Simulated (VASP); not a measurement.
## Ag: electric field gradients with PBE

Ag:

```
CELL_PARAMETERS angstrom
0.00000 1.98181 2.04310
1.98181 0.00000 2.04310
1.98181 1.98181 0.00000
ATOMIC_POSITIONS crystal
Ag 0.00000 0.00000 0.00000
```

This cell differs from its parent crystal: equal xx and yy strain of -3 %.

```json
{"Program": "VASP 6.6.1", "Task": "electric field gradients", "Functional": "PBE", "Potentials or basis": "VASP PAW PBE potentials, release 64 (Ag)", "Cutoff": "400 eV", "k mesh": "15 × 15 × 15", "Occupations": "fermi-dirac, width 0.05 eV", "Spin": "no spin polarisation", "Dipole correction": "no", "Further INCAR settings": "ALGO = Normal; EDIFF = 1e-08; NBANDS = 12"}
```

| Item | Value |
| --- | --- |
| Pressure | 12.5 GPa |
| Band gap on the k mesh | zero (an odd number of electrons rules out a gap without spin polarisation) |
| Largest electric field gradient by atom | Ag +1.2 V/Å² |

Stress tensor (GPa, compression positive):
```
12.89  0.00  0.00
 0.00 12.89  0.00
 0.00  0.00 11.59
```

Levels at points of the mesh, in eV from the Fermi level:
```
           k point  band 4  band 5  band 6  band 7  band 8  band 9
(0.00, 0.00, 0.00)   -5.13   -4.17   -3.94   16.00   19.60   20.08
```

Electric field gradients, principal values (V/Å²):
```
atom   least  middle  greatest (by size)
1 Ag  -0.582  -0.583               1.164
```

Run time: 54 s on 1 thread of Intel Xeon 8259CL, on a shared host, peak memory 0.15 GiB.

Caveat: the cell differs from its parent crystal (equal xx and yy strain of -3 %); the cell stands under pressure; without QUAD_EFG the Cq values of the log hold for a quadrupole moment of 1 mb, not for the nuclei.
